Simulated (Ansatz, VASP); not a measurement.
**K: VASP beside Ansatz**

```
K
1.0
     7.58300    0.00000    0.00000
    -3.79150    6.56707    0.00000
     0.00000    0.00000    4.50477
K
3
Direct
  0.00000 0.00000 0.00000
  0.33333 0.66667 0.50000
  0.66667 0.33333 0.50000
```

Alike in both runs: task single point; functional RPBE; k mesh 6 × 6 × 8; occupations fermi-dirac, width 0.1 eV; no spin polarisation.

|  | VASP | Ansatz |
| --- | --- | --- |
| version | VASP 6.6.1 | Ansatz 0.2.0 |
| potentials or method | VASP PAW PBE potentials, release 64 (K_sv), cutoff 520 eV | plane waves (420 eV) with PAW, scalar-relativistic |
| valence electrons in the cell | 27 | 27 |

|  | VASP | Ansatz | Ansatz less VASP |
| --- | --- | --- | --- |
| pressure (GPa) | 0.3 | 0.3 | +0.01 |

VASP's potentials were made for PBE, not for RPBE.
